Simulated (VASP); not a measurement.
P, 1 atom in the cell. The structure is cubic, space group Pm-3m (No. 221). Conventional cell: a = 2.395 Å, b = 2.395 Å, c = 2.395 Å, α = 90.00°, β = 90.00°, γ = 90.00°. Within 3.2 Å of P (site symmetry m-3m) lie 6 P at 2.39 Å. This isn't the form of P at room conditions, which is orthorhombic.

- Program: VASP 6.6.1
- Task: single point
- Functional: PBE
- Potentials or basis: VASP PAW PBE potentials, release 64 (P)
- Cutoff: 520 eV
- k mesh: 22 × 22 × 24
- Occupations: gaussian, width 0.1 eV
- Spin: no spin polarisation
- Dipole correction: no
- Further INCAR settings: ALGO = Normal; EDIFF = 1e-06; NBANDS = 8

Potentials or basis: VASP PAW PBE potentials, release 64 (P).

Command:

```bash
$ cat potpaw_PBE.64/P/POTCAR > POTCAR
$ mpirun -np 1 vasp_std > vasp.out
```

Hardware: 1 thread of AMD EPYC 9R45 96-Core Processor (Zen 5) (shared host).

Q: How long does it take, and how much memory?

A: Run time: 38 s on 1 thread of AMD EPYC 9R45 96-Core Processor (Zen 5) (shared host), peak memory 0.16 GiB. Counts: scf iterations 10, k points 1014.
